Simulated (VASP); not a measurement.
ZrN: single point with PBE

The system is ZrN.

```
Zr N
1.0
     0.00000    2.29427    2.29427
     2.29427    0.00000    2.29427
     2.29427    2.29427    0.00000
Zr N
1 1
Direct
  0.50000 0.50000 0.50000
  0.00000 0.00000 0.00000
```

```yaml
Program: VASP 6.6.1
Task: single point
Functional: PBE
Potentials_or_basis: VASP PAW PBE potentials, release 64 (Zr_sv, N)
Cutoff: 600 eV
k_mesh: 4 × 4 × 4, shifted
Occupations: gaussian, width 0.1 eV
Spin: no spin polarisation
```

```json
{
  "Pressure": "1.8 GPa"
}
```

Levels at points of the mesh, in eV from the Fermi level:
```tsv
k point	band 5	band 6	band 7	band 8	band 9	band 10	band 11	band 12
(0.12, 0.12, 0.12)	-15.95	-3.78	-3.41	-3.41	-0.04	0.04	0.04	2.62
```

Run time: 120 s on 1 thread of Intel Xeon 8259CL (shared host), peak memory 0.2 GiB.

Caveat: the k points lie up to 0.59 Å⁻¹ apart.
